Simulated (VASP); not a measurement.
# C3BrN (Pm-3m) in VASP: further runs

C3BrN is run at these levels: PBE; tasks: single point, relaxation of cell and atoms.

All numbers are computed with VASP 6.6.1; they aren't measurements. Logs are shortened: lines on timing, memory, paths and dates and some standing lists are left out, and cuts for length are marked.

## (1) The cell of the first run

Symmetry: Pm-3m, No. 221, cubic system. Conventional cell: a = 3.670 Å, b = 3.670 Å, c = 3.670 Å, α = 90.00°, β = 90.00°, γ = 90.00°. Within 2.4 Å of C (site symmetry 4/mmm) lie 2 N at 1.83 Å. Within 3.4 Å of Br (site symmetry m-3m) lie 12 C at 2.59 Å and 8 N at 3.18 Å. Within 2.4 Å of N (site symmetry m-3m) lie 6 C at 1.83 Å.

## (2) Single point, PBE, collinear spin, ferromagnetic start

The input, INCAR:

```
PREC     = Accurate       # precision mode
ENCUT    = 520            # plane-wave cutoff, eV
EDIFF    = 1E-6           # SCF threshold, eV
ISMEAR   = 0              # smearing method
SIGMA    = 0.1            # smearing width, eV
LREAL    = F              # projectors in reciprocal space
LASPH    = T              # aspherical terms in the spheres
NELM     = 150            # most SCF steps
ALGO     = Fast           # electronic algorithm
ISIF     = 2              # what is computed and relaxed
LWAVE    = F              # write WAVECAR
LCHARG   = T              # write CHGCAR
ISPIN    = 2              # spin polarisation
MAGMOM   = 0.58 0.58 0.58 0 0.55 # initial moments
LORBIT   = 11             # projections on sites
GGA      = PE             # functional
LELF     = T              # ELF
LVHAR    = T            
NBANDS   = 24             # bands
```

The input, KPOINTS:

```
Automatic mesh
0
Gamma
  4 4 4
```

The input, POSCAR:

```
C3BrN
1.0
    3.6698687529      0.0000000000      0.0000000000
    0.0000000000      3.6698687529      0.0000000000
    0.0000000000      0.0000000000      3.6698687529
C Br N
3 1 1
Direct
    0.0000000000      0.5000000000      0.5000000000
    0.5000000000      0.0000000000      0.5000000000
    0.5000000000      0.5000000000      0.0000000000
    0.0000000000      0.0000000000      0.0000000000
    0.5000000000      0.5000000000      0.5000000000
```

Potentials or basis: VASP PAW PBE potentials, release 64 (C, Br, N).

On the command line:

```
$ cat potpaw_PBE.64/C/POTCAR potpaw_PBE.64/Br/POTCAR potpaw_PBE.64/N/POTCAR > POTCAR
$ mpirun -np 1 vasp_std > vasp.out
```

OUTCAR:

```text
PREC = Accurate
   ENCUT = 520
   EDIFF = 1E-6
   ISMEAR = 0
   LREAL = F
   LASPH = T
   NELM = 150
   ISIF = 2
   ISPIN = 2
   LORBIT = 11
   GGA = PE

 ion  position               nearest neighbor table
   1  0.000  0.500  0.500-   5 1.83   5 1.83
   2  0.500  0.000  0.500-   5 1.83   5 1.83
   3  0.500  0.500  0.000-   5 1.83   5 1.83
   4  0.000  0.000  0.000-
   5  0.500  0.500  0.500-   1 1.83   2 1.83   3 1.83   3 1.83   2 1.83   1 1.83

  LATTYP: Found a simple cubic cell.
 ALAT       =     3.6698687529

  Lattice vectors:

 A1 = (   3.6698687529,   0.0000000000,   0.0000000000)
 A2 = (   0.0000000000,   3.6698687529,   0.0000000000)
 A3 = (   0.0000000000,   0.0000000000,   3.6698687529)

Analysis of symmetry for initial positions (statically):
=====================================================================
 Subroutine PRICEL returns:
 Original cell was already a primitive cell.

 Routine SETGRP: Setting up the symmetry group for a
 simple cubic supercell.

 Subroutine GETGRP returns: Found 48 space group operations
 (whereof 48 operations were pure point group operations)
 out of a pool of 48 trial point group operations.

The static configuration has the point symmetry O_h .

Analysis of symmetry for dynamics (positions and initial velocities):
=====================================================================
 Subroutine PRICEL returns:
 Original cell was already a primitive cell.

 Routine SETGRP: Setting up the symmetry group for a
 simple cubic supercell.

 Subroutine GETGRP returns: Found 48 space group operations
 (whereof 48 operations were pure point group operations)
 out of a pool of 48 trial point group operations.

The dynamic configuration has the point symmetry O_h .

Analysis of structural, dynamic, and magnetic symmetry:
=====================================================================
 Subroutine PRICEL returns:
 Original cell was already a primitive cell.

 Routine SETGRP: Setting up the symmetry group for a
 simple cubic supercell.

 Subroutine GETGRP returns: Found 48 space group operations
 (whereof 48 operations were pure point group operations)
 out of a pool of 48 trial point group operations.

The overall configuration has the point symmetry O_h .

 Subroutine INISYM returns: Found 48 space group operations
 (whereof 48 operations are pure point group operations),
 and found     1 'primitive' translations

----------------------------------------------------------------------------------------

                                     Primitive cell

  volume of cell :      49.4256

  direct lattice vectors                    reciprocal lattice vectors
     3.669868753  0.000000000  0.000000000     0.272489309  0.000000000  0.000000000
     0.000000000  3.669868753  0.000000000     0.000000000  0.272489309  0.000000000
     0.000000000  0.000000000  3.669868753     0.000000000  0.000000000  0.272489309

  length of vectors
     3.669868753  3.669868753  3.669868753     0.272489309  0.272489309  0.272489309

  position of ions in fractional coordinates (direct lattice)
     0.000000000  0.500000000  0.500000000
     0.500000000  0.000000000  0.500000000
     0.500000000  0.500000000  0.000000000
     0.000000000  0.000000000  0.000000000
     0.500000000  0.500000000  0.500000000

  ion indices of the primitive-cell ions
   primitive index   ion index
                 1           1
                 2           2
                 3           3
                 4           4
                 5           5

----------------------------------------------------------------------------------------

 KPOINTS: Automatic mesh

Automatic generation of k-mesh.
 Grid dimensions read from file:
 generate k-points for:    4    4    4

 Generating k-lattice:

  Cartesian coordinates                     Fractional coordinates (reciprocal lattice)
     0.068122327  0.000000000  0.000000000     0.250000000  0.000000000  0.000000000
     0.000000000  0.068122327  0.000000000     0.000000000  0.250000000  0.000000000
     0.000000000  0.000000000  0.068122327     0.000000000  0.000000000  0.250000000

  Length of vectors
     0.068122327  0.068122327  0.068122327

  Shift w.r.t. Gamma in fractional coordinates (k-lattice)
     0.000000000  0.000000000  0.000000000

 Subroutine IBZKPT returns following result:
 ===========================================

 Found     10 irreducible k-points:

 Following reciprocal coordinates:
            Coordinates               Weight
  0.000000  0.000000  0.000000      1.000000
  0.250000  0.000000  0.000000      6.000000
  0.500000  0.000000  0.000000      3.000000
  0.250000  0.250000  0.000000     12.000000
  0.500000  0.250000  0.000000     12.000000
  0.500000  0.500000  0.000000      3.000000
  0.250000  0.250000  0.250000      8.000000
  0.500000  0.250000  0.250000     12.000000
  0.500000  0.500000  0.250000      6.000000
  0.500000  0.500000  0.500000      1.000000
   k-points           NKPTS =     10   k-points in BZ     NKDIM =     10   number of bands    NBANDS=     24
   number of dos      NEDOS =    301   number of ions     NIONS =      5
   total plane-waves  NPLWV =  21952
   dimension x,y,z NGX =    28 NGY =   28 NGZ =   28
   dimension x,y,z NGXF=    56 NGYF=   56 NGZF=   56
   ions per type =               3   1   1
   NGX,Y,Z   is equivalent  to a cutoff of  12.68, 12.68, 12.68 a.u.
   NGXF,Y,Z  is equivalent  to a cutoff of  25.37, 25.37, 25.37 a.u.
 SYSTEM =  unknown system
   PREC   = accura    normal or accurate (medium, high low for compatibility)
   ISTART =      0    job   : 0-new  1-cont  2-samecut
   ICHARG =      2    charge: 1-file 2-atom 10-const
   ISPIN  =      2    spin polarized calculation?
   LNONCOLLINEAR =      F non collinear calculations
   LSORBIT =      F    spin-orbit coupling
   LASPH  =      T    aspherical Exc in radial PAW
   ENCUT  =  520.0 eV  38.22 Ry    6.18 a.u.   6.82  6.82  6.82*2*pi/ulx,y,z
   NELM   =    150;   NELMIN=  2; NELMDL= -5     # of ELM steps
   EDIFF  = 0.1E-05   stopping-criterion for ELM
   LREAL  =      F    real-space projection
   EDIFFG = 0.1E-04   stopping-criterion for IOM
   NSW    =      0    number of steps for IOM
   IBRION =     -1    ionic relax: 0-MD 1-quasi-New 2-CG
   NFREE  =      0    steps in history (QN), initial steepest desc. (CG)
   ISIF   =      2    stress and relaxation
   ISYM   =      2    0-nonsym 1-usesym 2-fastsym
   POTIM  = 0.5000    time-step for ionic-motion
   TEBEG  =    0.0;   TEEND  =   0.0 temperature during run
   PSTRESS=    0.0 pullay stress
   NELECT =      24.0000    total number of electrons
   NUPDOWN=      -1.0000    fix difference up-down
   EMIN   =  10.00;   EMAX   =-10.00  energy-range for DOS
   EFERMI =   0.00;   METHOD = LEGACY
   ISMEAR =     0;   SIGMA  =   0.10  broadening in eV -4-tet -1-fermi 0-gaus
   EFERMI_NEDOS =   21; number of points for ismear=-14 and -15
   IALGO  =     68    algorithm
   IMIX   =      4    mixing-type and parameters
     AMIX     =   0.40;   BMIX     =  1.00
     AMIX_MAG =   1.60;   BMIX_MAG =  1.00
  volume/ion in A,a.u.               =       9.89        66.71
  Fermi-wavevector in a.u.,A,eV,Ry     =   1.286752  2.431608 22.527569  1.655730
  Thomas-Fermi vector in A             =   2.418807
   LORBIT       =     11    0 simple, 1 ext, 2 COOP (PROOUT), +10 PAW based schemes
   GGA     = PE    functional components
   LHFCALC =     F    Hartree Fock is set to
   AEXX    =    0.0000 exact exchange contribution
   IVDW    =     0    specifies the selected vdW correction
   LEPSILON=     F    determine dielectric tensor
   LRPA    =     F    only Hartree local field effects (RPA)
 spin polarized calculation
 RMM-DIIS sequential band-by-band and
 Gauss-broadening in eV      SIGMA  =   0.10
  energy-cutoff  :      520.00
  volume of cell :       49.43
 maximum number of plane-waves:      1357
 NGX is ok and might be reduce to    28
   NGX = 13   NGY = 13   NGZ = 13

 number of electron      24.0000000 magnetization       1.3785100

 Free energy of the ion-electron system (eV)
  ---------------------------------------------------
  ext. energy  EPLUGINS =         0.00000000
  ---------------------------------------------------
  free energy    TOTEN  =       -18.99318510 eV

  energy without entropy =      -18.98135918  energy(sigma->0) =      -18.98727214

 E-fermi :   6.8950     XC(G=0): -11.8664

 val. band max:        6.8435374017   @ k =   0.5000   0.5000   0.2500
 cond. band min:       6.9450458528   @ k =   0.0000   0.0000   0.0000
 fundamental gap:      0.1015084511
 Fermi energy:         6.8950265652

 spin component 1

 k-point     1 :       0.0000    0.0000    0.0000
  band No.  band energies     occupation
      1     -13.1111      1.00000
      2      -9.1331      1.00000
      3      -2.0612      1.00000
      4      -2.0612      1.00000
      5      -2.0612      1.00000
      6      -1.4239      1.00000
[... 259 lines left out ...]
     23      19.7283      0.00000
     24      21.8316      0.00000
 Fermi energy:         6.8950265652

 spin component 2

 k-point     1 :       0.0000    0.0000    0.0000
  band No.  band energies     occupation
      1     -12.8350      1.00000
      2      -8.9490      1.00000
      3      -1.7849      1.00000
      4      -1.7849      1.00000
      5      -1.7849      1.00000
      6      -0.8788      1.00000
[... 259 lines left out ...]
     23      19.9411      0.00000
     24      21.9863      0.00000

------------------------ aborting loop because EDIFF is reached ----------------------------------------

  FORCE on cell =-STRESS in cart. coord.  units (eV):
  Direction    XX          YY          ZZ          XY          YZ          ZX
  --------------------------------------------------------------------------------------
  -------------------------------------------------------------------------------------
  Total       -0.1076471     -0.1076471     -0.1076471      0.0000000      0.0000000     -0.0000000
  in kB       -3.4894836     -3.4894836     -3.4894836      0.0000000      0.0000000     -0.0000000
  external PRESSURE =      -3.4894836 kB  Pullay stress =       0.0000000 kB

 VOLUME and BASIS-vectors are now :
 -----------------------------------------------------------------------------
  energy-cutoff  :      520.00
  volume of cell :       49.43
      direct lattice vectors                 reciprocal lattice vectors
     3.669868753  0.000000000  0.000000000     0.272489309  0.000000000  0.000000000
     0.000000000  3.669868753  0.000000000     0.000000000  0.272489309  0.000000000
     0.000000000  0.000000000  3.669868753     0.000000000  0.000000000  0.272489309

 POSITION                                       TOTAL-FORCE (eV/Angst)
 -----------------------------------------------------------------------------------
      0.00000      1.83493      1.83493         0.000000      0.000000      0.000000
      1.83493      0.00000      1.83493         0.000000      0.000000      0.000000
      1.83493      1.83493      0.00000         0.000000      0.000000      0.000000
      0.00000      0.00000      0.00000         0.000000      0.000000      0.000000
      1.83493      1.83493      1.83493         0.000000      0.000000      0.000000
 -----------------------------------------------------------------------------------
    total drift:                                0.000000      0.000000      0.000000

  FREE ENERGIE OF THE ION-ELECTRON SYSTEM (eV)
  ---------------------------------------------------
  free  energy   TOTEN  =       -18.9931851049 eV

  energy  without entropy=      -18.9813591810  energy(sigma->0) =      -18.98727214

 total charge

# of ion       s       p       d       tot
------------------------------------------
    1        1.026   1.053   0.000   2.079
    2        1.026   1.053   0.000   2.079
    3        1.026   1.053   0.000   2.079
    4        1.686   2.842   0.120   4.648
    5        1.334   2.138   0.000   3.472
--------------------------------------------------
tot          6.097   8.139   0.120  14.356

 magnetization (x)

# of ion       s       p       d       tot
------------------------------------------
    1        0.026   0.179   0.000   0.205
    2        0.026   0.179   0.000   0.205
    3        0.026   0.179   0.000   0.205
    4        0.012   0.078   0.018   0.108
    5        0.009   0.142   0.000   0.151
--------------------------------------------------
tot          0.099   0.756   0.018   0.872
```

Run time: 25 s. Hardware: 1 thread of Oxide Virtual Turin-like, shared host; peak memory 0.14 GiB.

Results:

- Free energy: -18.9932 eV
- Pressure: -0.3 GPa
- Net moment: 1.38 μB per cell
- Site moments: C +0.20; Br +0.11; N +0.15 μB
- Valence electrons inside the program's atomic spheres: C 2.08; Br 4.65; N 3.47

Caveat: the k points lie up to 0.43 Å⁻¹ apart.

## (3) Relaxation of cell and atoms, PBE, collinear spin, ferromagnetic start

This run uses another cell than the first one, of 18.49 Å³/atom.

The input, INCAR:

```
PREC     = Accurate       # precision mode
ENCUT    = 600            # plane-wave cutoff, eV
EDIFF    = 1E-6           # SCF threshold, eV
ISMEAR   = 0              # smearing method
SIGMA    = 0.1            # smearing width, eV
LREAL    = F              # projectors in reciprocal space
LASPH    = T              # aspherical terms in the spheres
NELM     = 150            # most SCF steps
ALGO     = Fast           # electronic algorithm
ISIF     = 3              # what is computed and relaxed
LWAVE    = F              # write WAVECAR
LCHARG   = F              # write CHGCAR
ISPIN    = 2              # spin polarisation
MAGMOM   = 0.58 0.58 0.58 0 0.55 # initial moments
LORBIT   = 11             # projections on sites
GGA      = PE             # functional
IBRION   = 2              # ionic algorithm
NSW      = 90             # ionic steps
EDIFFG   = -0.04          # ionic threshold
```

KPOINTS is that of step 2.

POSCAR: that of step 2 with these lines changed.

```diff
@@ -2,5 +2,5 @@
 1.0
-    3.6698687529      0.0000000000      0.0000000000
-    0.0000000000      3.6698687529      0.0000000000
-    0.0000000000      0.0000000000      3.6698687529
+    4.5218294950      0.0000000000      0.0000000000
+    0.0000000000      4.5218294950      0.0000000000
+    0.0000000000      0.0000000000      4.5218294950
 C Br N
```

Potentials or basis: VASP PAW PBE potentials, release 64 (C, Br, N).

On the command line:

```
$ cat potpaw_PBE.64/C/POTCAR potpaw_PBE.64/Br/POTCAR potpaw_PBE.64/N/POTCAR > POTCAR
$ mpirun -np 1 vasp_std > vasp.out
```

Wall time 6.6 min (1 thread of Oxide Virtual Turin-like, shared host); peak memory 0.23 GiB.

The run converged. Its results:

```
Free energy                                           : -19.0328 eV
Relaxed volume                                        : 9.87 Å³/atom
Relaxed cell                                          : a = 3.668 Å, b = 3.668 Å, c = 3.668 Å, α = 90.00°, β = 90.00°, γ = 90.00°
Space group after relaxing (to 0.1 Å)                 : Pm-3m (No. 221)
Energy gained by relaxing                             : 699.9 meV/atom
Ionic steps                                           : 7
Pressure after relaxing                               : -0.2 GPa
Net moment                                            : 1.38 μB per cell
Site moments                                          : C +0.20; Br +0.11; N +0.15 μB
Valence electrons inside the program's atomic spheres : C 2.08; Br 4.65; N 3.43
```

The path:
| step | energy change (eV) | largest force (eV/Å) | pressure (GPa) | volume (Å³) |
| --- | --- | --- | --- | --- |
| 1 | 0.0000 | 0.0000 | -16.28 | 92.46 |
| 2 | -2.3191 | 0.0000 | -14.46 | 69.52 |
| 3 | -3.2332 | 0.0000 | -8.53 | 57.17 |
| 4 | -2.2263 | 0.0000 | 47.16 | 37.03 |
| 5 | -3.4515 | 0.0000 | -4.80 | 52.27 |
| 6 | -3.4900 | 0.0000 | 2.54 | 48.00 |
| 7 | -3.4993 | 0.0000 | -0.24 | 49.37 |

Final structure:
```cif
data_structure
_symmetry_space_group_name_H-M 'P 1'
_symmetry_Int_Tables_number 1
_cell_length_a 3.6684
_cell_length_b 3.6684
_cell_length_c 3.6684
_cell_angle_alpha 90.000
_cell_angle_beta 90.000
_cell_angle_gamma 90.000
_cell_volume 49.37
loop_
_atom_site_label
_atom_site_type_symbol
_atom_site_fract_x
_atom_site_fract_y
_atom_site_fract_z
_atom_site_occupancy
C1 C 0.00000 0.50000 0.50000 1
C2 C 0.50000 0.00000 0.50000 1
C3 C 0.50000 0.50000 0.00000 1
Br1 Br 0.00000 0.00000 0.00000 1
N1 N 0.50000 0.50000 0.50000 1
```

Levels at points of the mesh, in eV from the Fermi level:
Spin up:
```
           k point  band 8  band 9  band 10  band 11  band 12  band 13  band 14  band 15  band 16  band 17
(0.00, 0.00, 0.00)   -5.47   -4.13    -4.13    -4.13     0.05     0.05     0.05     3.03     3.03     3.03
(0.50, 0.00, 0.00)   -5.19   -5.19    -1.65    -1.22    -0.30    -0.23    -0.23     1.19     1.19     1.27
(0.50, 0.50, 0.00)   -4.71   -3.79    -3.37    -1.75    -1.75     0.09     0.09     1.48     2.21     2.83
(0.50, 0.50, 0.50)   -8.21    0.60     0.60     0.60     1.56     1.56     2.30     2.30     2.30     3.75
```
Spin down:
```csv
k point,band 9,band 10,band 11,band 12,band 13,band 14
"(0.00, 0.00, 0.00)",-3.91,-3.91,-3.91,0.74,0.74,0.74
"(0.50, 0.00, 0.00)",-4.93,-1.09,-0.94,0.31,0.37,0.37
"(0.50, 0.50, 0.00)",-3.65,-2.84,-1.16,-1.16,0.64,0.64
"(0.50, 0.50, 0.50)",1.06,1.06,1.06,1.76,1.76,2.72
```

Caveat: the volume moved by over 15 % at a fixed basis, so the end points are rough.
